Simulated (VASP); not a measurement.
# Mg8O9 (a cell with a defect) in VASP: single point with LDA

Aim: the single point of Mg8O9 (a cell with a defect) with LDA.

Everything below comes from runs of VASP 6.6.1. Logs are shortened: lines on timing, memory, paths and dates and some standing lists are left out, and cuts for length are marked.

## Step 1: The cell of the first run

The cell holds a defect, 17 atoms: a = 5.514 Å, b = 5.514 Å, c = 5.514 Å, α = 60.00°, β = 60.00°, γ = 60.00°.

## Step 2: Single point, LDA, collinear spin

Contents of INCAR:

```
SYSTEM = Mg8O9
  ALGO = Normal
  EDIFF = 1E-6
  ENCUT = 750
  GGA_COMPAT = .False.
  ISIF = 2
  ISMEAR = -1
  ISPIN = 2
  LASPH = .True.
  LCHARG = .False.
  LORBIT = 11
  LREAL = Auto
  LWAVE = .False.
  MAGMOM = 0 0 0 0 0 0 0 0 0 0 0 0 0 0 0 0 1
  NBANDS = 85
  NELM = 200
  PREC = Accurate
  SIGMA = 0.05
```

Contents of KPOINTS:

```
k-points
0
Gamma
  2 2 2
  0 0 0
```

Contents of POSCAR:

```
Mg8O9
1.0
    0.0000000000      3.8990000000      3.8990000000
    3.8990000000      0.0000000000      3.8990000000
    3.8990000000      3.8990000000      0.0000000000
Mg O
8 9
Direct
   -0.0047301498      0.0196302559     -0.0096788763
    0.0319368601     -0.0098696281      0.4959815733
    0.0318256289      0.5253419580     -0.0391854386
    0.0023038181      0.5125590219      0.4833802443
    0.5120698306      0.0028582680     -0.0264024027
    0.4824266433     -0.0099596606      0.4960453221
    0.4823247371      0.5254763918     -0.0392934047
    0.5191583970      0.4956854028      0.4664780806
    0.2571583281      0.2577753666      0.2283801311
    0.2572179597      0.2576956771      0.7284260772
    0.2571951145      0.7576540775      0.2284568228
    0.2570798961      0.7577803711      0.7283367933
    0.7571774868      0.1365363520      0.3495755399
    0.7571390713      0.2577983751      0.7284082889
    0.7571666517      0.7576302486      0.2285709271
    0.7572198214      0.7576695039      0.7285305477
    0.7570820050      0.3788500184      1.1071942740
```

Potentials or basis: VASP PAW LDA potentials, release 64 (Mg_sv, O).

On the command line:

```console
$ cat potpaw_LDA.64/Mg_sv/POTCAR potpaw_LDA.64/O/POTCAR > POTCAR
$ mpirun -np 1 vasp_std > vasp.out
```

OUTCAR:

```text
SYSTEM = Mg8O9
   EDIFF = 1E-6
   ENCUT = 750
   ISIF = 2
   ISMEAR = -1
   ISPIN = 2
   LASPH = .True.
   LORBIT = 11
   LREAL = Auto
   NELM = 200
   PREC = Accurate

 ion  position               nearest neighbor table
   1  0.995  0.020  0.990-  10 1.95  14 1.95  11 1.95  15 1.95  17 1.97  13 1.97  12 2.04
   2  0.032  0.990  0.496-  13 1.72  12 1.78   9 1.93  11 1.96  14 1.96  16 1.98
   3  0.032  0.525  0.961-  17 1.72  12 1.78   9 1.93  10 1.96  15 1.96  16 1.98
   4  0.002  0.513  0.483-  16 1.91  14 1.95  15 1.95  10 1.95  11 1.95   9 1.99
   5  0.512  0.003  0.974-  16 1.91  14 1.95  10 1.95  15 1.95  11 1.95   9 1.99
   6  0.482  0.990  0.496-  13 1.72  12 1.78   9 1.93  15 1.96  10 1.96  16 1.98
   7  0.482  0.525  0.961-  17 1.72  12 1.78   9 1.93  11 1.96  14 1.96  16 1.98
   8  0.519  0.496  0.466-  14 1.95  10 1.95  15 1.95  11 1.95  13 1.97  17 1.97  12 2.04
   9  0.257  0.258  0.228-   2 1.93   7 1.93   3 1.93   6 1.93   5 1.99   4 1.99
  10  0.257  0.258  0.728-   4 1.95   5 1.95   8 1.95   1 1.95   3 1.96   6 1.96
  11  0.257  0.758  0.228-   4 1.95   5 1.95   8 1.95   1 1.95   7 1.96   2 1.96
  12  0.257  0.758  0.728-   2 1.78   6 1.78   7 1.78   3 1.78   1 2.04   8 2.04
  13  0.757  0.137  0.350-  17 1.34   2 1.72   6 1.72   8 1.97   1 1.97
  14  0.757  0.258  0.728-   4 1.95   5 1.95   8 1.95   1 1.95   7 1.96   2 1.96
  15  0.757  0.758  0.229-   4 1.95   5 1.95   8 1.95   1 1.95   6 1.96   3 1.96
  16  0.757  0.758  0.729-   5 1.91   4 1.91   3 1.98   7 1.98   2 1.98   6 1.98
  17  0.757  0.379  0.107-  13 1.34   7 1.72   3 1.72   1 1.97   8 1.97

  LATTYP: Found a face centered cubic cell.
 ALAT       =     7.7980000000

  Lattice vectors:

 A1 = (   0.0000000000,   3.8990000000,   3.8990000000)
 A2 = (   3.8990000000,   0.0000000000,   3.8990000000)
 A3 = (   3.8990000000,   3.8990000000,   0.0000000000)

Analysis of symmetry for initial positions (statically):
=====================================================================
 Subroutine PRICEL returns:
 Original cell was already a primitive cell.

 Routine SETGRP: Setting up the symmetry group for a
 face centered cubic supercell.

 Subroutine GETGRP returns: Found  1 space group operations
 (whereof  1 operations were pure point group operations)
 out of a pool of 48 trial point group operations.

The static configuration has the point symmetry C_1 .

Analysis of symmetry for dynamics (positions and initial velocities):
=====================================================================
 Subroutine PRICEL returns:
 Original cell was already a primitive cell.

 Routine SETGRP: Setting up the symmetry group for a
 face centered cubic supercell.

 Subroutine GETGRP returns: Found  1 space group operations
 (whereof  1 operations were pure point group operations)
 out of a pool of 48 trial point group operations.

The dynamic configuration has the point symmetry C_1 .

Analysis of structural, dynamic, and magnetic symmetry:
=====================================================================
 Subroutine PRICEL returns:
 Original cell was already a primitive cell.

 Routine SETGRP: Setting up the symmetry group for a
 face centered cubic supercell.

 Subroutine GETGRP returns: Found  1 space group operations
 (whereof  1 operations were pure point group operations)
 out of a pool of 48 trial point group operations.

The overall configuration has the point symmetry C_1 .

 Subroutine INISYM returns: Found  1 space group operations
 (whereof  1 operations are pure point group operations),
 and found     1 'primitive' translations

----------------------------------------------------------------------------------------

                                     Primitive cell

  volume of cell :     118.5468

  direct lattice vectors                    reciprocal lattice vectors
     0.000000000  3.899000000  3.899000000    -0.128238010  0.128238010  0.128238010
     3.899000000  0.000000000  3.899000000     0.128238010 -0.128238010  0.128238010
     3.899000000  3.899000000  0.000000000     0.128238010  0.128238010 -0.128238010

  length of vectors
     5.514018680  5.514018680  5.514018680     0.222114748  0.222114748  0.222114748

[... 79 lines left out ...]
   dimension x,y,z NGXF=   100 NGYF=  100 NGZF=  100
   ions per type =               8   9
   NGX,Y,Z   is equivalent  to a cutoff of  15.07, 15.07, 15.07 a.u.
   NGXF,Y,Z  is equivalent  to a cutoff of  30.15, 30.15, 30.15 a.u.
 SYSTEM =  Mg8O9
   PREC   = accura    normal or accurate (medium, high low for compatibility)
   ISTART =      0    job   : 0-new  1-cont  2-samecut
   ICHARG =      2    charge: 1-file 2-atom 10-const
   ISPIN  =      2    spin polarized calculation?
   LNONCOLLINEAR =      F non collinear calculations
   LSORBIT =      F    spin-orbit coupling
   LASPH  =      T    aspherical Exc in radial PAW
   ENCUT  =  750.0 eV  55.12 Ry    7.42 a.u.  12.31 12.31 12.31*2*pi/ulx,y,z
   NELM   =    200;   NELMIN=  2; NELMDL= -5     # of ELM steps
   EDIFF  = 0.1E-05   stopping-criterion for ELM
   LREAL  =      T    real-space projection
   EDIFFG = 0.1E-04   stopping-criterion for IOM
   NSW    =      0    number of steps for IOM
   IBRION =     -1    ionic relax: 0-MD 1-quasi-New 2-CG
   NFREE  =      0    steps in history (QN), initial steepest desc. (CG)
   ISIF   =      2    stress and relaxation
   ISYM   =      2    0-nonsym 1-usesym 2-fastsym
   POTIM  = 0.5000    time-step for ionic-motion
   TEBEG  =    0.0;   TEEND  =   0.0 temperature during run
   PSTRESS=    0.0 pullay stress
   NELECT =     134.0000    total number of electrons
   NUPDOWN=      -1.0000    fix difference up-down
   EMIN   =  10.00;   EMAX   =-10.00  energy-range for DOS
   EFERMI =   0.00;   METHOD = LEGACY
   ISMEAR =    -1;   SIGMA  =   0.05  broadening in eV -4-tet -1-fermi 0-gaus
   EFERMI_NEDOS =   21; number of points for ismear=-14 and -15
   IALGO  =     38    algorithm
   IMIX   =      4    mixing-type and parameters
     AMIX     =   0.40;   BMIX     =  1.00
     AMIX_MAG =   1.60;   BMIX_MAG =  1.00
  volume/ion in A,a.u.               =       6.97        47.06
  Fermi-wavevector in a.u.,A,eV,Ry     =   1.705349  3.222642 39.568657  2.908214
  Thomas-Fermi vector in A             =   2.784585
   LORBIT       =     11    0 simple, 1 ext, 2 COOP (PROOUT), +10 PAW based schemes
   GGA     = CA    functional components
   LHFCALC =     F    Hartree Fock is set to
   AEXX    =    0.0000 exact exchange contribution
   IVDW    =     0    specifies the selected vdW correction
   LEPSILON=     F    determine dielectric tensor
   LRPA    =     F    only Hartree local field effects (RPA)
 spin polarized calculation
  energy-cutoff  :      750.00
  volume of cell :      118.55
 maximum number of plane-waves:      5577
 NGX is ok and might be reduce to    50
   NGX = 25   NGY = 25   NGZ = 25

 number of electron     134.0000023 magnetization      -0.0002247

 number of electron     134.0000023 magnetization       0.0000042

 Free energy of the ion-electron system (eV)
  ---------------------------------------------------
  ext. energy  EPLUGINS =         0.00000000
  ---------------------------------------------------
  free energy    TOTEN  =      -100.73084574 eV

  energy without entropy =     -100.73084574  energy(sigma->0) =     -100.73084574

 E-fermi :   7.6221     XC(G=0): -13.4706

 val. band max:        6.4378183280   @ k =   0.0000   0.5000   0.5000
 cond. band min:      12.2225785389   @ k =   0.0000   0.0000   0.0000
 fundamental gap:      5.7847602109
 Fermi energy:         7.6221426863

 spin component 1

 k-point     1 :       0.0000    0.0000    0.0000
  band No.  band energies     occupation
      1     -66.0305      1.00000
      2     -66.0277      1.00000
      3     -65.5079      1.00000
      4     -65.4903      1.00000
      5     -65.4833      1.00000
      6     -65.4802      1.00000
[... 645 lines left out ...]
     78      17.5547      0.00000
     79      17.5844      0.00000
 Fermi energy:         7.6221426863

 spin component 2

 k-point     1 :       0.0000    0.0000    0.0000
  band No.  band energies     occupation
      1     -66.0305      1.00000
      2     -66.0277      1.00000
      3     -65.5079      1.00000
      4     -65.4903      1.00000
      5     -65.4833      1.00000
      6     -65.4802      1.00000
[... 645 lines left out ...]
     78      17.5547      0.00000
     79      17.5844      0.00000
 [bands above 79 left out]

------------------------ aborting loop because EDIFF is reached ----------------------------------------

  FORCE on cell =-STRESS in cart. coord.  units (eV):
  Direction    XX          YY          ZZ          XY          YZ          ZX
  --------------------------------------------------------------------------------------
  -------------------------------------------------------------------------------------
  Total       45.6322773     68.4377488     68.3895944     -0.0074786     -1.4439315      0.0135268
  in kB      616.7270879    924.9464640    924.2956506     -0.1010742    -19.5149508      0.1828168
  external PRESSURE =     821.9897342 kB  Pullay stress =       0.0000000 kB

 VOLUME and BASIS-vectors are now :
 -----------------------------------------------------------------------------
  energy-cutoff  :      750.00
  volume of cell :      118.55
      direct lattice vectors                 reciprocal lattice vectors
     0.000000000  3.899000000  3.899000000    -0.128238010  0.128238010  0.128238010
     3.899000000  0.000000000  3.899000000     0.128238010 -0.128238010  0.128238010
     3.899000000  3.899000000  0.000000000     0.128238010  0.128238010 -0.128238010

 POSITION                                       TOTAL-FORCE (eV/Angst)
 -----------------------------------------------------------------------------------
      3.93780      7.74182      3.95710        -0.030416     -0.000536     -0.003097
      5.79435      2.05835      3.98504         0.000907      0.030111      0.023126
      5.79452      3.87030      2.17240         0.000080      0.029621      0.037928
      3.88317      1.89368      2.00745        -0.024275     -0.002612      0.002384
      3.80720      5.79262      2.00770         0.017261     -0.002088     -0.002691
      5.79425      3.81506      5.74115         0.002870     -0.024462     -0.028104
[... 9 lines left out ...]
      5.79469      5.79294      5.90655         0.002874     -0.013893      0.006039
      1.89509      3.36981      4.42900         0.004595     -0.309357      0.318692
 -----------------------------------------------------------------------------------
    total drift:                                0.023192      0.010147      0.009799

  FREE ENERGIE OF THE ION-ELECTRON SYSTEM (eV)
  ---------------------------------------------------
  free  energy   TOTEN  =      -100.7308457417 eV

  energy  without entropy=     -100.7308457417  energy(sigma->0) =     -100.73084574

 total charge

# of ion       s       p       d       tot
------------------------------------------
    1        2.091   6.052   0.078   8.221
    2        2.112   6.088   0.100   8.301
    3        2.112   6.088   0.100   8.300
    4        2.096   6.057   0.076   8.229
    5        2.096   6.057   0.076   8.229
    6        2.112   6.088   0.100   8.300
[... 9 lines left out ...]
   16        1.539   3.701   0.000   5.240
   17        1.596   3.704   0.000   5.300
--------------------------------------------------
tot         30.779  81.932   0.708 113.419

 magnetization (x)

# of ion       s       p       d       tot
------------------------------------------
    1       -0.000   0.000   0.000  -0.000
    2       -0.000   0.000   0.000  -0.000
    3       -0.000  -0.000  -0.000  -0.000
    4        0.000  -0.000  -0.000  -0.000
    5        0.000  -0.000  -0.000  -0.000
    6       -0.000   0.000   0.000  -0.000
[... 9 lines left out ...]
   16       -0.000  -0.000   0.000  -0.000
   17       -0.000  -0.000   0.000  -0.000
--------------------------------------------------
tot         -0.000  -0.000   0.000  -0.000
```

Run time: 8.5 min. Hardware: 1 thread of Intel Xeon Platinum 8375C at 2.90GHz (Ice Lake), shared host; peak memory 0.39 GiB.

Results:

```
Free energy                                           : -100.7308 eV
Pressure                                              : 82.2 GPa
Largest force                                         : 0.454 eV/Å
Band gap on the k mesh                                : 5.78 eV
Net moment                                            : 0.00 μB per cell
Valence electrons inside the program's atomic spheres : Mg 8.22, 8.30, 8.23 (each value once); O 5.22, 5.23, 5.34, 5.30, 5.24 (each value once)
```

Forces on the atoms (eV/Å):
```
Mg  -0.030 -0.001 -0.003
Mg   0.001  0.030  0.023
Mg   0.000  0.030  0.038
Mg  -0.024 -0.003  0.002
Mg   0.017 -0.002 -0.003
Mg   0.003 -0.024 -0.028
Mg  -0.001 -0.031 -0.029
Mg   0.035 -0.004  0.000
O    0.000  0.002 -0.001
O    0.000  0.003 -0.004
O    0.003 -0.005  0.005
O    0.002  0.013 -0.003
O   -0.001  0.318 -0.324
O   -0.006  0.004 -0.003
O   -0.005 -0.007  0.006
O    0.003 -0.014  0.006
O    0.005 -0.309  0.319
```

Caveat: the k points lie up to 0.70 Å⁻¹ apart.
